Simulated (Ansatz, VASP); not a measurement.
## SrO: VASP beside Ansatz

```
Sr O
1.0
     0.00000    2.59761    2.59761
     2.59761    0.00000    2.59761
     2.59761    2.59761    0.00000
Sr O
1 1
Cartesian
  0.0000 0.0000 0.0000
  2.5976 2.5976 2.5976
```

Alike in both runs: functional PBE; k mesh 6 × 6 × 6; occupations gaussian, width 0.02 eV; no spin polarisation.

Ansatz relaxed the structure, and its values are those at the end. VASP's run is a single point on that final structure, the one shown.

|  | VASP | Ansatz |
| --- | --- | --- |
| version | VASP 6.6.1 | Ansatz 0.2.0 |
| potentials or method | VASP PAW PBE potentials, release 64 (Sr_sv, O), cutoff 600 eV | scalar-relativistic, plane waves, PAW |
| valence electrons in the cell | 16 | 16 |

|  | VASP | Ansatz | Ansatz less VASP |
| --- | --- | --- | --- |
| gap on the k mesh at the Fermi level (eV) | 3.28 | 3.33 | +0.045 |
| least direct gap on the mesh (eV) | 3.39 | 3.42 | +0.036 |
| pressure (GPa) | 0.4 | 0.0 | -0.41 |

The functional is the same, so the differences come from potentials, cutoffs and numerics.
